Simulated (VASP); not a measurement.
Set up this calculation in VASP 6.6.1, as the native input.

- Task: single point
- Functional: PBE
- Potentials or basis: VASP PAW PBE potentials, release 64 (Mg, Cd, Te)
- Cutoff: 520 eV
- k mesh: 6 × 6 × 2
- Occupations: gaussian, width 0.1 eV
- Spin: no spin polarisation
- Dipole correction: no
- Further INCAR settings: ALGO = Normal; EDIFF = 1e-06; NBANDS = 31

The structure of Mg3CdTe4 lies in POSCAR:

```
Mg3CdTe4
1.0
    4.2355801100      0.0000000000      0.0000000000
   -2.1177900500      3.6681199700      0.0000000000
    0.0000000000      0.0000000000     13.7263756600
Mg Cd Te
3 1 4
Direct
    0.3333333300      0.6666666700      0.4979955900
    0.3333333300      0.6666666700      0.9979955900
    0.6666666700      0.3333333300      0.2479955900
    0.6666666700      0.3333333300      0.7479955900
    0.3333333300      0.6666666700      0.1870044200
    0.3333333300      0.6666666700      0.6870044200
    0.6666666700      0.3333333300      0.4370044200
    0.6666666700      0.3333333300      0.9370044200
```

One way to write it, as run:

INCAR

```
ALGO = Normal
EDIFF = 1E-6
ENCUT = 520
GGA = PE
ISIF = 2
ISMEAR = 0
LASPH = T
LCHARG = T
LELF = T
LREAL = F
LVHAR = T
LWAVE = F
NBANDS = 31
NELM = 80
PREC = Accurate
SIGMA = 0.1
```

KPOINTS

```
k-points
0
Gamma
  6 6 2
```

Potentials or basis: VASP PAW PBE potentials, release 64 (Mg, Cd, Te).

Launch:

```bash
$ cat potpaw_PBE.64/Mg/POTCAR potpaw_PBE.64/Cd/POTCAR potpaw_PBE.64/Te/POTCAR > POTCAR
$ mpirun -np 1 vasp_std > vasp.out
```

It gave:

```
Pressure               : 16.9 GPa
Largest force          : 0.811 eV/Å
Band gap on the k mesh : 2.40 eV (least direct gap 2.42 eV)
```

Caveat: the cell stands under pressure; spin-orbit coupling is left out, which moves the levels of the heavy elements.

It took 81 s on 1 thread of Intel(R) Xeon(R) Platinum 8559C (Emerald Rapids), on a shared host, peak memory 0.36 GiB.
